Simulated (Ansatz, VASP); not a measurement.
## Two plane-wave programs on KF

```
K F
1.0
     0.00000    2.65441    2.65441
     2.65441    0.00000    2.65441
     2.65441    2.65441    0.00000
K F
1 1
Direct
  0.00000 0.00000 0.00000
  0.50000 0.50000 0.50000
```

Alike in both runs: task single point; functional PBE; k mesh 6 × 6 × 6; occupations gaussian, width 0.1 eV; no spin polarisation; Hubbard terms F p U = 2.6 eV.

```csv
,VASP,Ansatz
version,VASP 6.6.1,Ansatz 0.2.0
potentials or method,"VASP PAW PBE potentials, release 64 (K_sv, F), cutoff 600 eV","scalar-relativistic, plane waves, PAW"
valence electrons in the cell,16,16
```

```csv
,VASP,Ansatz,Ansatz less VASP
gap on the k mesh at the Fermi level (eV),6.51,7.32,+0.809
least direct gap on the mesh (eV),6.51,7.32,+0.809
pressure (GPa),1.7,2.0,+0.36
```

The programs project onto different local orbitals, so the same U acts differently, and such runs can settle in different states.
